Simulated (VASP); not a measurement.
A run of VASP 6.6.1 is set up as follows.

INCAR

```
SYSTEM = BaHfO3
ALGO = Normal ; EDIFF = 1E-7
ENCUT = 520 ; GGA = PE
ISIF = 2 ; ISMEAR = 0
LASPH = .True. ; LCHARG = .False.
LREAL = .False. ; LWAVE = .False.
NBANDS = 27 ; NELM = 60
PREC = Accurate ; SIGMA = 0.02
```

KPOINTS

```
k-points
0
Gamma
  6 6 6
  0 0 0
```

The input POSCAR:

```
BaHfO3
1.0
    4.2057396751      0.0000000000      0.0000000000
    0.0000000000      4.2057396751      0.0000000000
    0.0000000000      0.0000000000      4.2057396751
Ba Hf O
1 1 3
Direct
    0.5000000000      0.5000000000      0.5000000000
    0.0000000000      0.0000000000      0.0000000000
    0.0000000000      0.5000000000      0.0000000000
    0.0000000000      0.0000000000      0.5000000000
    0.5000000000      0.0000000000      0.0000000000
```

Potentials or basis: VASP PAW PBE potentials, release 64 (Ba_sv, Hf_pv, O).

Launch:

```console
$ cat potpaw_PBE.64/Ba_sv/POTCAR potpaw_PBE.64/Hf_pv/POTCAR potpaw_PBE.64/O/POTCAR > POTCAR
$ mpirun -np 1 vasp_std > vasp.out
```

Question: Predict the band gap on the k mesh.

Answer: 3.54 eV (least direct gap 3.78 eV).

Question: What does it give for the pressure?

Answer: -0.5 GPa.

Caveat: spin-orbit coupling is left out, which moves the levels of the heavy elements. A k mesh can miss the band edges.
